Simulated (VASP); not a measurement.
A run of VASP 6.6.1 is set up as follows.

File INCAR:

```
PREC = Accurate
ENCUT = 500
EDIFF = 1E-6
ISMEAR = -1
SIGMA = 0.05
LREAL = Auto
LASPH = T
NELM = 120
ALGO = Normal
ISIF = 2
LWAVE = F
LCHARG = T
GGA = PS
LELF = T
LVHAR = T
ISYM = -1
NBANDS = 126
GGA_COMPAT = F
```

Contents of KPOINTS:

```
explicit points
1
Reciprocal
  0.25000000   0.25000000   0.25000000 1
```

The input POSCAR:

```
ZnCd3Si4P8
1.0
   11.1432480000     -0.0000590000     -0.0000240000
   -0.0000300000      5.5716240000     -0.0000120000
   -0.0000220000     -0.0000220000     10.4867670000
Cd Zn Si P
6 2 8 16
Direct
    0.9968300000      0.9906180000      0.9994470000
    0.9987700000      0.5021820000      0.2491920000
    0.5030030000      0.4993620000      0.2514020000
    0.2523840000      0.9984920000      0.7501020000
    0.2477820000      0.4971790000      0.4976740000
    0.7510920000      0.4975630000      0.5013200000
    0.4998640000      0.0000620000      0.0013580000
    0.7505520000      0.0009560000      0.7509100000
    0.0024690000      0.0046530000      0.5009600000
    0.4971210000      0.0069280000      0.5003880000
    0.2498380000      0.0009950000      0.2499980000
    0.7517610000      0.0067900000      0.2504930000
    0.2463770000      0.4982650000      0.9986000000
    0.7514910000      0.4927460000      0.0043680000
    0.9995030000      0.5088620000      0.7515020000
    0.4983230000      0.5015410000      0.7502000000
    0.1396370000      0.2470110000      0.1244100000
    0.6437810000      0.2495630000      0.1228060000
    0.1072560000      0.2522060000      0.6234190000
    0.6041090000      0.2487900000      0.6263980000
    0.3577160000      0.7533580000      0.1237720000
    0.8552150000      0.7479530000      0.1272680000
    0.3763910000      0.2111450000      0.3731740000
    0.8740230000      0.2087260000      0.3726780000
    0.1252040000      0.7910910000      0.3755410000
    0.6245010000      0.7875640000      0.3775030000
    0.1262130000      0.7143070000      0.8741900000
    0.6234060000      0.7212790000      0.8739260000
    0.3901190000      0.7434800000      0.6264830000
    0.8931560000      0.7484900000      0.6233220000
    0.3773330000      0.2876970000      0.8743120000
    0.8770490000      0.2830270000      0.8756890000
```

Potentials or basis: VASP PAW PBE potentials, release 64 (Cd, Zn, Si, P).

The run is started by

```bash
$ cat potpaw_PBE.64/Cd/POTCAR potpaw_PBE.64/Zn/POTCAR potpaw_PBE.64/Si/POTCAR potpaw_PBE.64/P/POTCAR > POTCAR
$ mpirun -np 1 vasp_std > vasp.out
```

**Question.** Estimate the band gap on the k mesh.

**Answer.** 2.21 eV.

**Question.** What does it give for the pressure?

**Answer.** 0.7 GPa.

Forces on the atoms (eV/Å):
```
Cd   0.151  0.069  0.042
Cd   0.163  0.002  0.195
Cd  -0.121  0.192 -0.164
Cd  -0.078  0.270  0.005
Cd   0.229  0.070 -0.096
Cd  -0.185 -0.086 -0.052
Zn   0.002  0.013 -0.147
Zn  -0.036 -0.027 -0.042
Si  -0.390 -0.181 -0.086
Si   0.181 -0.813  0.303
Si   0.000  0.062 -0.202
Si  -0.761 -0.668 -0.093
Si   0.635 -0.014  0.277
Si  -0.150  0.774 -0.927
Si   0.026 -0.526 -0.211
Si   0.333  0.247  0.071
P    0.571  0.000  0.006
P   -0.538 -0.905 -0.099
P   -0.498  0.086  0.512
P    0.526 -0.455  0.460
P    0.026  0.114 -0.546
P   -0.438 -0.034 -0.092
P   -0.330  0.013 -0.106
P    0.491  0.123  0.488
P   -0.030  0.132 -0.114
P    0.167  0.653 -0.082
P   -0.143 -0.216 -0.027
P    0.399  0.351  0.342
P    0.592  0.309 -0.531
P   -0.188  0.848  0.582
P    0.104 -0.393  0.904
P   -0.710 -0.009 -0.571
```

Caveat: the PAW data sets were made with another functional, which shifts forces and pressure a little; a shifted mesh leaves out Γ, where band edges can lie. A k mesh can miss the band edges.
